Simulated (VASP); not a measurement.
# Ga2Te3Pd (P-6m2) in VASP: a series of runs, part 2 of 2

VASP 6.6.1. The steps go on from the part before.

## (5) Single point, PBE

This run uses another cell than the first one, of 29.37 Å³/atom.

Contents of INCAR:

```
SYSTEM = Ga2Te3Pd
PREC = Accurate ; ENCUT = 520
EDIFF = 1E-7 ; ISMEAR = 0
SIGMA = 0.1 ; LREAL = .FALSE.
LASPH = .TRUE. ; NELM = 60
ALGO = Normal ; ISIF = 2
LWAVE = .FALSE. ; LCHARG = .FALSE.
GGA = PE ; NBANDS = 36
```

Contents of KPOINTS:

```
Automatic mesh
0
G
  6 6 10
  0 0 0
```

Contents of POSCAR:

```
Ga2Te3Pd
1.0
    7.2043108842      0.0000000000      0.0000000000
   -3.6021554421      6.2391162425      0.0000000000
    0.0000000000      0.0000000000      3.9199182242
Ga Te Pd
2 3 1
Direct
    0.0000000000      0.0000000000      0.0000000000
    0.6666666667      0.3333333333      0.5000000000
    0.4916255573      0.5083744427      0.0000000000
    0.4916255573      0.9832511146      0.0000000000
    0.0167488854      0.5083744427      0.0000000000
    0.3333333333      0.6666666667      0.5000000000
```

Run with:

```bash
cat potpaw_PBE.64/Ga_d/POTCAR potpaw_PBE.64/Te/POTCAR potpaw_PBE.64/Pd/POTCAR > POTCAR
mpirun -np 1 vasp_std > vasp.out
```

It took 4.1 min on 1 thread of Intel Xeon Platinum 8259CL at 2.50GHz (Skylake/Cascade Lake), shared host; peak memory 0.45 GiB.

It converged, with:

```
Free energy            : -20.1897 eV
Pressure               : 0.0 GPa
Largest force          : 0.015 eV/Å
Band gap on the k mesh : zero (bands 27 and 28 overlap by 1.03 eV)
```

Forces in eV/Å, atoms in the order of the input:
```
Ga   0.000  0.000  0.000
Ga   0.000  0.000  0.000
Te  -0.013  0.008  0.000
Te   0.000 -0.015  0.000
Te   0.013  0.008  0.000
Pd   0.000  0.000  0.000
```

Levels at points of the mesh, in eV from the Fermi level:
| k point | band 23 | band 24 | band 25 | band 26 | band 27 | band 28 | band 29 | band 30 | band 31 | band 32 |
| --- | --- | --- | --- | --- | --- | --- | --- | --- | --- | --- |
| (0.00, 0.00, 0.00) | -1.99 | -0.69 | -0.02 | -0.02 | 0.00 | 0.98 | 0.98 | 3.39 | 3.44 | 3.44 |
| (0.50, 0.00, 0.00) | -1.79 | -1.33 | -1.24 | -0.27 | 0.22 | 0.63 | 0.98 | 1.07 | 2.93 | 3.06 |
| (0.00, 0.00, 0.50) | -1.99 | -1.99 | -1.94 | -1.94 | 0.16 | 0.49 | 1.58 | 1.58 | 1.77 | 1.77 |
| (0.50, 0.00, 0.50) | -2.06 | -1.92 | -1.18 | -1.06 | -0.65 | -0.59 | 0.38 | 1.52 | 1.59 | 1.83 |

Caveat: spin-orbit coupling is left out, which moves the levels of the heavy elements.

## (6) Single point, PBE, collinear spin

Contents of INCAR:

```
PREC     = Accurate       # precision mode
ENCUT    = 520            # plane-wave cutoff, eV
EDIFF    = 1E-6           # SCF threshold, eV
ISMEAR   = 0              # smearing method
SIGMA    = 0.1            # smearing width, eV
LREAL    = False          # projectors in reciprocal space
LASPH    = True           # aspherical terms in the spheres
NELM     = 150            # most SCF steps
ALGO     = Normal         # electronic algorithm
ISIF     = 2              # what is computed and relaxed
LWAVE    = False          # write WAVECAR
LCHARG   = True           # write CHGCAR
ISPIN    = 2              # spin polarisation
MAGMOM   = 0 0 0 0 0 1    # initial moments
LORBIT   = 11             # projections on sites
LMAXMIX  = 4              # l up to which the mixer works
GGA      = PE             # functional
LELF     = True           # ELF
LVHAR    = True         
NBANDS   = 40             # bands
```

Contents of KPOINTS:

```
Automatic mesh
0
Gamma
  3 3 4
```

Contents of POSCAR:

```
Ga2Te3Pd
1.0
    7.0235025210      0.0000000000      0.0000000000
   -3.5117512605      6.0825316068      0.0000000000
    0.0000000000      0.0000000000      4.0823694770
Ga Te Pd
2 3 1
Direct
    0.0000000000      0.0000000000      0.0000000000
    0.6666666667      0.3333333333      0.5000000000
    0.4915025133      0.5084974867      0.0000000000
    0.4915025133      0.9830050267      0.0000000000
    0.0169949733      0.5084974867      0.0000000000
    0.3333333333      0.6666666667      0.5000000000
```

Potentials or basis: VASP PAW PBE potentials, release 64 (Ga_d, Te, Pd).

Run with:

```bash
cat potpaw_PBE.64/Ga_d/POTCAR potpaw_PBE.64/Te/POTCAR potpaw_PBE.64/Pd/POTCAR > POTCAR
mpirun -np 1 vasp_std > vasp.out
```

Run time: 2.4 min. Hardware: 1 thread of Intel Xeon Platinum 8259CL at 2.50GHz (Skylake/Cascade Lake), shared host; peak memory 0.4 GiB.

Results (log left out):

```
Free energy                                           : -20.3693 eV
Pressure                                              : -0.1 GPa
Largest force                                         : 0.011 eV/Å
Band gap on the k mesh                                : zero (filled and empty bands overlap)
Net moment                                            : 0.00 μB per cell
Valence electrons inside the program's atomic spheres : Ga 11.35, 11.49; Te 3.31; Pd 9.40
```

Forces on the atoms (eV/Å):
```
Ga   0.000  0.000  0.000
Ga   0.000  0.000  0.000
Te  -0.009  0.005  0.000
Te   0.000 -0.011  0.000
Te   0.009  0.005  0.000
Pd   0.000  0.000  0.000
```

Levels at points of the mesh, in eV from the Fermi level:
Spin up:
```
           k point  band 23  band 24  band 25  band 26  band 27  band 28  band 29  band 30  band 31  band 32
(0.00, 0.00, 0.00)    -2.28    -1.08     0.21     0.21     0.21     0.80     0.80     2.93     3.26     3.26
(0.00, 0.00, 0.50)    -2.02    -2.02    -1.80    -1.80     0.29     0.58     1.69     1.69     1.78     1.78
```
Spin down:
```csv
k point,band 23,band 24,band 25,band 26,band 27,band 28,band 29,band 30,band 31,band 32
"(0.00, 0.00, 0.00)",-2.28,-1.08,0.21,0.21,0.21,0.80,0.80,2.93,3.26,3.26
"(0.00, 0.00, 0.50)",-2.02,-2.02,-1.80,-1.80,0.29,0.58,1.69,1.69,1.78,1.78
```

Caveat: the k points lie up to 0.38 Å⁻¹ apart, too coarse for converged energies and pressures of a metal; spin-orbit coupling is left out, which moves the levels of the heavy elements.

## (7) Summary

```tsv
task	spin	cell	k mesh	cutoff (eV)	gap on the mesh (eV)	pressure (GPa)	largest force (eV/Å)
single point	off	a = 7.024, b = 7.024, c = 4.082 Å, angles 90.0, 90.0, 120.0°, 6 atoms, atomic positions A	3 × 3 × 4	520	none	-0.1	0.01
single point	off	a = 6.612, b = 6.612, c = 4.705 Å, angles 90.0, 90.0, 120.0°, 6 atoms, atomic positions B	3 × 3 × 4	520	none	-0.2	0.46
relaxation of cell and atoms	off	relaxed from a = 6.612, b = 6.612, c = 4.705 Å, angles 90.0, 90.0, 120.0°, 6 atoms, atomic positions B	3 × 3 × 4	600	none	0.1	0.03
single point	off	a = 7.204, b = 7.204, c = 3.920 Å, angles 90.0, 90.0, 120.0°, 6 atoms, atomic positions A	6 × 6 × 10	520	none	0.0	0.02
single point	collinear	a = 7.024, b = 7.024, c = 4.082 Å, angles 90.0, 90.0, 120.0°, 6 atoms, atomic positions A	3 × 3 × 4	520	none	-0.1	0.01
```

Alike in all rows: level PBE; potentials or basis VASP PAW PBE potentials, release 64 (Ga_d, Te, Pd); smearing gaussian 0.1 eV.

Caveats: some runs use coarse meshes; spin-orbit coupling is left out, which moves the levels of the heavy elements.

Absolute energies hang on the potentials; compare differences alone.
